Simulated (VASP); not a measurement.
Runs of VASP 6.6.1 on Zn5BiO. The structure is that of space group P3m1 (No. 156), or close to it. The cells are those of the table. 

| cell | gap on the mesh (eV) | pressure (GPa) | largest force (eV/Å) |
| --- | --- | --- | --- |
| a = 3.313, b = 3.313, c = 13.252 Å, angles 90.0, 90.0, 120.0°, 7 atoms | none | 0.6 | 0.07 |
| a = 3.285, b = 3.285, c = 13.545 Å, angles 90.0, 90.0, 120.0°, 7 atoms | none | 0.4 | 0.14 |
| a = 3.247, b = 3.247, c = 13.252 Å, angles 90.0, 90.0, 120.0°, 7 atoms | none | 0.4 | 0.07 |
| a = 3.197, b = 3.197, c = 13.696 Å, angles 90.0, 90.0, 120.0°, 7 atoms | none | 0.6 | (a) |

Alike in all rows: task single point; level PBE; potentials or basis VASP PAW PBE potentials, release 64 (Zn, Bi_d, O); no spin polarisation; k mesh 6 × 6 × 2; cutoff (eV) 520; smearing gaussian 0.2 eV.

Q: Fill in the values left out.

A: (a) 0.20.

Caveats: all runs use coarse meshes; spin-orbit coupling is left out, which moves the levels of the heavy elements; an odd number of electrons without spin polarisation forces a metal; a magnetic or distorted state may lie lower.

A k mesh can miss the band edges, and the runs leave out spin-orbit coupling on Bi.

A gap of «none» marks levels without a gap at the run's occupations.
